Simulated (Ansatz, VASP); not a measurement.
**Ta in VASP and in Ansatz**

```
CELL_PARAMETERS angstrom
-1.65336 1.65336 1.65336
1.65336 -1.65336 1.65336
1.65336 1.65336 -1.65336
ATOMIC_POSITIONS crystal
Ta 0.00000 0.00000 0.00000
```

Alike in both runs: task single point; functional r2SCAN; k mesh 13 × 13 × 13; occupations fermi-dirac, width 0.2 eV; no spin polarisation.

|  | VASP | Ansatz |
| --- | --- | --- |
| version | VASP 6.6.1 | Ansatz 0.2.0 |
| potentials or method | VASP PAW PBE potentials, release 64 (Ta_pv), cutoff 520 eV | plane waves (500 eV) with PAW, scalar-relativistic |
| valence electrons in the cell | 11 | 13 |

```csv
,VASP,Ansatz,Ansatz less VASP
pressure (GPa),1.0,0.4,-0.64
```

VASP's potentials were made for PBE, not for r2SCAN. With one functional, cell and mesh, what is left measures potentials, basis and numerics. VASP's potentials hold 11 valence electrons a cell and Ansatz's 13, so a difference there can come from the potentials and not from the codes.

Spin-orbit coupling is off throughout.
